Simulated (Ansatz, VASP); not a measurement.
## One calculation of BN, two programs

```
B N
1.0
     0.00000    1.77109    1.77109
     1.77109    0.00000    1.77109
     1.77109    1.77109    0.00000
B N
1 1
Direct
  0.00000 0.00000 0.00000
  0.25000 0.25000 0.25000
```

Alike in both runs: task single point; functional PBE; k mesh 2 × 2 × 2; no spin polarisation.

```csv
,VASP,Ansatz
version,VASP 6.6.1,Ansatz 0.2 development build
potentials or method,"VASP PAW PBE potentials, release 64 (B, N), cutoff 600 eV","all-electron full-potential LAPW, non-relativistic"
occupations,"gaussian, width 0.01 eV",fixed
```

|  | VASP | Ansatz | Ansatz less VASP |
| --- | --- | --- | --- |
| gap on the k mesh at the Fermi level (eV) | 4.14 | 4.17 | +0.026 |

Ansatz ran all-electron here, and VASP with PAW potentials.

The k mesh is coarse, so the values compare programs but aren't converged.
